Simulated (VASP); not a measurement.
# I (P6_3/mmc) in VASP: notebook, part 2 of 2

VASP 6.6.1. Earlier steps stand in the parts before.

**4. Single point, PBE**

This run uses another cell than the first one, of 31.94 Å³/atom.

Contents of INCAR:

```
SYSTEM = I
ALGO     = Normal         ! electronic algorithm
EDIFF    = 1E-6           ! SCF threshold, eV
ENCUT    = 520            ! plane-wave cutoff, eV
GGA      = PE             ! functional
ISIF     = 2              ! what is computed and relaxed
ISMEAR   = -1             ! smearing method
LASPH    = .TRUE.         ! aspherical terms in the spheres
LCHARG   = .FALSE.        ! write CHGCAR
LREAL    = .FALSE.        ! projectors in reciprocal space
LWAVE    = .FALSE.        ! write WAVECAR
NBANDS   = 14             ! bands
NELM     = 100            ! most SCF steps
PREC     = Accurate       ! precision mode
SIGMA    = 0.02           ! smearing width, eV
```

Contents of KPOINTS:

```
k-points
0
G
  6 6 3
  0 0 0
```

Contents of POSCAR:

```
I
1.0
    3.8822912476      0.0000000000      0.0000000000
   -1.9411456238      3.3621628453      0.0000000000
    0.0000000000      0.0000000000      4.8946065128
I
2
Direct
    0.3333333333      0.6666666667      0.2500000000
    0.6666666667      0.3333333333      0.7500000000
```

Potentials or basis: VASP PAW PBE potentials, release 64 (I).

The run is started by

```
$ cat potpaw_PBE.64/I/POTCAR > POTCAR
$ mpirun -np 1 vasp_std > vasp.out
```

OUTCAR:

```text
SYSTEM = I
   EDIFF = 1E-6
   ENCUT = 520
   GGA = PE
   ISIF = 2
   ISMEAR = -1
   LASPH = .TRUE.
   LREAL = .FALSE.
   NELM = 100
   PREC = Accurate

 ion  position               nearest neighbor table
   1  0.333  0.667  0.250-   2 3.32   2 3.32   2 3.32   2 3.32   2 3.32   2 3.32
   2  0.667  0.333  0.750-   1 3.32   1 3.32   1 3.32   1 3.32   1 3.32   1 3.32

  LATTYP: Found a hexagonal cell.
 ALAT       =     3.8822912476
 C/A-ratio  =     1.2607520149

  Lattice vectors:

 A1 = (   3.8822912476,   0.0000000000,   0.0000000000)
 A2 = (  -1.9411456238,   3.3621628453,   0.0000000000)
 A3 = (   0.0000000000,   0.0000000000,   4.8946065128)

Analysis of symmetry for initial positions (statically):
=====================================================================
 Subroutine PRICEL returns:
 Original cell was already a primitive cell.

 Routine SETGRP: Setting up the symmetry group for a
 hexagonal supercell.

 Subroutine GETGRP returns: Found 24 space group operations
 (whereof 12 operations were pure point group operations)
 out of a pool of 24 trial point group operations.

The static configuration has the point symmetry D_3d.
 The point group associated with its full space group is D_6h.

Analysis of symmetry for dynamics (positions and initial velocities):
=====================================================================
 Subroutine PRICEL returns:
 Original cell was already a primitive cell.

 Routine SETGRP: Setting up the symmetry group for a
 hexagonal supercell.

 Subroutine GETGRP returns: Found 24 space group operations
 (whereof 12 operations were pure point group operations)
 out of a pool of 24 trial point group operations.

The dynamic configuration has the point symmetry D_3d.
 The point group associated with its full space group is D_6h.

 Subroutine INISYM returns: Found 24 space group operations
 (whereof 12 operations are pure point group operations),
 and found     1 'primitive' translations

----------------------------------------------------------------------------------------

                                     Primitive cell

  volume of cell :      63.8888

  direct lattice vectors                    reciprocal lattice vectors
     3.882291248  0.000000000  0.000000000     0.257579851  0.148713796  0.000000000
    -1.941145624  3.362162845  0.000000000     0.000000000  0.297427592  0.000000000
     0.000000000  0.000000000  4.894606513     0.000000000  0.000000000  0.204306515

  length of vectors
     3.882291248  3.882291248  4.894606513     0.297427592  0.297427592  0.204306515

  position of ions in fractional coordinates (direct lattice)
     0.333333333  0.666666667  0.250000000
     0.666666667  0.333333333  0.750000000

  ion indices of the primitive-cell ions
   primitive index   ion index
                 1           1
                 2           2

----------------------------------------------------------------------------------------

 KPOINTS: k-points

Automatic generation of k-mesh.
 Grid dimensions read from file:
[... 31 lines left out ...]
  0.333333  0.000000  0.333333     12.000000
  0.500000  0.000000  0.333333      6.000000
  0.166667  0.166667  0.333333     12.000000
  0.333333  0.166667  0.333333     24.000000
  0.333333  0.333333  0.333333      4.000000
   k-points           NKPTS =     14   k-points in BZ     NKDIM =     14   number of bands    NBANDS=     14
   number of dos      NEDOS =    301   number of ions     NIONS =      2
   total plane-waves  NPLWV =  32400
   dimension x,y,z NGX =    30 NGY =   30 NGZ =   36
   dimension x,y,z NGXF=    60 NGYF=   60 NGZF=   72
   ions per type =               2
   NGX,Y,Z   is equivalent  to a cutoff of  12.85, 12.85, 12.23 a.u.
   NGXF,Y,Z  is equivalent  to a cutoff of  25.69, 25.69, 24.45 a.u.
 SYSTEM =  I
   PREC   = accura    normal or accurate (medium, high low for compatibility)
   ISTART =      0    job   : 0-new  1-cont  2-samecut
   ICHARG =      2    charge: 1-file 2-atom 10-const
   ISPIN  =      1    spin polarized calculation?
   LNONCOLLINEAR =      F non collinear calculations
   LSORBIT =      F    spin-orbit coupling
   LASPH  =      T    aspherical Exc in radial PAW
   ENCUT  =  520.0 eV  38.22 Ry    6.18 a.u.   7.22  7.22  9.10*2*pi/ulx,y,z
   NELM   =    100;   NELMIN=  2; NELMDL= -5     # of ELM steps
   EDIFF  = 0.1E-05   stopping-criterion for ELM
   LREAL  =      F    real-space projection
   EDIFFG = 0.1E-04   stopping-criterion for IOM
   NSW    =      0    number of steps for IOM
   IBRION =     -1    ionic relax: 0-MD 1-quasi-New 2-CG
   NFREE  =      0    steps in history (QN), initial steepest desc. (CG)
   ISIF   =      2    stress and relaxation
   ISYM   =      2    0-nonsym 1-usesym 2-fastsym
   POTIM  = 0.5000    time-step for ionic-motion
   TEBEG  =    0.0;   TEEND  =   0.0 temperature during run
   PSTRESS=    0.0 pullay stress
   NELECT =      14.0000    total number of electrons
   NUPDOWN=      -1.0000    fix difference up-down
   EMIN   =  10.00;   EMAX   =-10.00  energy-range for DOS
   EFERMI =   0.00;   METHOD = LEGACY
   ISMEAR =    -1;   SIGMA  =   0.02  broadening in eV -4-tet -1-fermi 0-gaus
   EFERMI_NEDOS =   21; number of points for ismear=-14 and -15
   IALGO  =     38    algorithm
   IMIX   =      4    mixing-type and parameters
     AMIX     =   0.40;   BMIX     =  1.00
     AMIX_MAG =   1.60;   BMIX_MAG =  1.00
  volume/ion in A,a.u.               =      31.94       215.57
  Fermi-wavevector in a.u.,A,eV,Ry     =   0.986982  1.865126 13.253894  0.974134
  Thomas-Fermi vector in A             =   2.118403
   LORBIT       =      0    0 simple, 1 ext, 2 COOP (PROOUT), +10 PAW based schemes
   GGA     = PE    functional components
   LHFCALC =     F    Hartree Fock is set to
   AEXX    =    0.0000 exact exchange contribution
   IVDW    =     0    specifies the selected vdW correction
   LEPSILON=     F    determine dielectric tensor
   LRPA    =     F    only Hartree local field effects (RPA)
 non-spin polarized calculation
  energy-cutoff  :      520.00
  volume of cell :       63.89
 maximum number of plane-waves:      1729
 NGX is ok and might be reduce to    30
   NGX = 15   NGY = 15   NGZ = 19

 number of electron      13.9999998 magnetization

 Free energy of the ion-electron system (eV)
  ---------------------------------------------------
  ext. energy  EPLUGINS =         0.00000000
  ---------------------------------------------------
  free energy    TOTEN  =        -2.23622053 eV

  energy without entropy =       -2.23473471  energy(sigma->0) =       -2.23547762

 E-fermi :   5.9721     XC(G=0):  -9.4750

 val. band max:        5.7935793863   @ k =   0.3333   0.1667   0.0000
 cond. band min:       5.9864318592   @ k =   0.1667   0.1667   0.0000
 fundamental gap:      0.1928524729
 Fermi energy:         5.9721181537

 k-point     1 :       0.0000    0.0000    0.0000
  band No.  band energies     occupation
      1      -8.5039      2.00000
      2      -5.3780      2.00000
      3       0.6923      2.00000
      4       4.3811      2.00000
      5       4.3811      2.00000
      6       6.2187      0.00001
      7       6.2187      0.00001
      8       7.7820      0.00000
      9      10.3040      0.00000
     10      12.5295      0.00000
     11      14.2234      0.00000
     12      14.2234      0.00000
     13      15.5441      0.00000
     14      15.5441      0.00000
[... 207 lines left out ...]
      1      -6.4071      2.00000
      2      -6.4071      2.00000
      3       1.2016      2.00000
      4       1.2016      2.00000
      5       1.8334      2.00000
      6       3.6074      2.00000
      7       6.4496      0.00000
      8       6.4496      0.00000
      9      13.4645      0.00000
     10      14.2845      0.00000
     11      14.6222      0.00000
     12      14.6222      0.00000
     13      16.3201      0.00000
     14      16.3201      0.00000

------------------------ aborting loop because EDIFF is reached ----------------------------------------

  FORCE on cell =-STRESS in cart. coord.  units (eV):
  Direction    XX          YY          ZZ          XY          YZ          ZX
  --------------------------------------------------------------------------------------
  -------------------------------------------------------------------------------------
  Total        1.9744972      1.9744972      1.9678722      0.0000000      0.0000000      0.0000000
  in kB       49.5156465     49.5156465     49.3495075      0.0000000      0.0000000      0.0000000
  external PRESSURE =      49.4602668 kB  Pullay stress =       0.0000000 kB

 VOLUME and BASIS-vectors are now :
 -----------------------------------------------------------------------------
  energy-cutoff  :      520.00
  volume of cell :       63.89
      direct lattice vectors                 reciprocal lattice vectors
     3.882291248  0.000000000  0.000000000     0.257579851  0.148713796  0.000000000
    -1.941145624  3.362162845  0.000000000     0.000000000  0.297427592  0.000000000
     0.000000000  0.000000000  4.894606513     0.000000000  0.000000000  0.204306515

 POSITION                                       TOTAL-FORCE (eV/Angst)
 -----------------------------------------------------------------------------------
     -0.00000      2.24144      1.22365         0.000000      0.000000      0.000000
      1.94115      1.12072      3.67095        -0.000000      0.000000      0.000000
 -----------------------------------------------------------------------------------
    total drift:                               -0.000000      0.000000      0.000000

  FREE ENERGIE OF THE ION-ELECTRON SYSTEM (eV)
  ---------------------------------------------------
  free  energy   TOTEN  =        -2.2362205341 eV

  energy  without entropy=       -2.2347347108  energy(sigma->0) =       -2.23547762
```

Run time: 15 s. Hardware: 1 thread of AMD EPYC 7R13, shared host; peak memory 0.14 GiB.

What came out:

```yaml
Free_energy: -2.2362 eV
Pressure: 4.9 GPa
Band_gap_on_the_k_mesh: zero (bands 7 and 8 overlap by 1.31 eV)
```

Levels at points of the mesh, in eV from the Fermi level:
```
           k point  band 4  band 5  band 6  band 7  band 8  band 9  band 10  band 11
(0.00, 0.00, 0.00)   -1.59   -1.59    0.25    0.25    1.81    4.33     6.56     8.25
(0.50, 0.00, 0.00)   -3.38   -2.92   -2.49   -1.51    0.46    3.92     7.11     7.77
```

Caveat: the k points lie up to 0.43 Å⁻¹ apart, too coarse for converged energies and pressures of a metal; spin-orbit coupling is left out, which moves the levels of the heavy elements.

**5. Single point, PBE**

This run uses another cell than the first one, of 39.01 Å³/atom.

Contents of INCAR:

```
SYSTEM = I
  ALGO = Normal
  EDIFF = 1E-7
  ENCUT = 520
  GGA = PE
  ISIF = 2
  ISMEAR = -1
  LASPH = .TRUE.
  LCHARG = .FALSE.
  LREAL = .FALSE.
  LWAVE = .FALSE.
  NBANDS = 14
  NELM = 100
  PREC = Accurate
  SIGMA = 0.02
```

KPOINTS is that of step 4.

Contents of POSCAR:

```
I
1.0
    4.3731717907      0.0000000000      0.0000000000
   -2.1865858953      3.7872778659      0.0000000000
    0.0000000000      0.0000000000      4.7105954723
I
2
Direct
    0.3333333333      0.6666666667      0.2500000000
    0.6666666667      0.3333333333      0.7500000000
```

The run is started by

```
$ cat potpaw_PBE.64/I/POTCAR > POTCAR
$ mpirun -np 1 vasp_std > vasp.out
```

It took 18 s on 1 thread of AMD EPYC 7R13, shared host; peak memory 0.17 GiB.

It converged, with:

- Free energy: -2.3965 eV
- Pressure: 0.0 GPa
- Band gap on the k mesh: zero (bands 7 and 8 overlap by 1.18 eV)

Levels at points of the mesh, in eV from the Fermi level:
```tsv
k point	band 5	band 6	band 7	band 8	band 9	band 10
(0.00, 0.00, 0.00)	-2.16	-0.26	-0.26	0.99	4.39	5.60
(0.50, 0.00, 0.00)	-2.54	-1.46	-1.15	0.31	4.42	7.74
```

Caveat: the k points lie up to 0.44 Å⁻¹ apart, too coarse for converged energies and pressures of a metal; spin-orbit coupling is left out, which moves the levels of the heavy elements.

**6. Overview**

| cell | gap on the mesh (eV) | pressure (GPa) |
| --- | --- | --- |
| a = 3.436, b = 3.436, c = 4.970 Å, angles 90.0, 90.0, 120.0°, 2 atoms | none | 19.9 |
| a = 3.728, b = 3.728, c = 4.842 Å, angles 90.0, 90.0, 120.0°, 2 atoms | none | 9.9 |
| a = 3.882, b = 3.882, c = 4.895 Å, angles 90.0, 90.0, 120.0°, 2 atoms | none | 4.9 |
| a = 4.373, b = 4.373, c = 4.711 Å, angles 90.0, 90.0, 120.0°, 2 atoms | none | 0.0 |

Alike in all rows: task single point; level PBE; potentials or basis VASP PAW PBE potentials, release 64 (I); no spin polarisation; k mesh 6 × 6 × 3; cutoff (eV) 520; smearing fermi-dirac 0.02 eV.

Caveats: all runs use coarse meshes; spin-orbit coupling is left out, which moves the levels of the heavy elements.

Total energies depend on the potentials used, so only differences within one code and one set of settings carry meaning.
